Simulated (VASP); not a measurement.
Write the native input for VASP 6.6.1 that does the following.

```yaml
Task: single point
Functional: PBE
Potentials_or_basis: VASP PAW PBE potentials, release 64 (Hf_pv, B)
Cutoff: 520 eV
k_mesh: 10 × 10 × 10
Occupations: gaussian, width 0.018 eV
Spin: no spin polarisation
Dipole_correction: no
Further_INCAR_settings: ALGO = Normal; EDIFF = 1e-06; NBANDS = 14
```

The structure of HfB lies in POSCAR:

```
HfB
1.0
    0.0000000000      2.3100000000      2.3100000000
    2.3100000000      0.0000000000      2.3100000000
    2.3100000000      2.3100000000      0.0000000000
Hf B
1 1
Direct
    0.5000000000      0.5000000000      0.5000000000
    0.0000000000      0.0000000000      0.0000000000
```

These files were run (other wordings do the same):

INCAR

```
ALGO = Normal
EDIFF = 1E-6
ENCUT = 520
GGA = PE
ISIF = 2
ISMEAR = 0
LASPH = T
LCHARG = F
LREAL = F
LWAVE = F
NBANDS = 14
NELM = 60
PREC = Accurate
SIGMA = 0.018000000000000002
```

KPOINTS

```
k-points
0
Gamma
  10 10 10
```

Potentials or basis: VASP PAW PBE potentials, release 64 (Hf_pv, B).

Launch:

```sh
$ cat potpaw_PBE.64/Hf_pv/POTCAR potpaw_PBE.64/B/POTCAR > POTCAR
$ mpirun -np 1 vasp_std > vasp.out
```

Results of the run:

The pressure is 30.2 GPa.

Run time: 24 s on 1 thread of Intel Xeon 8259CL (shared host), peak memory 0.15 GiB.
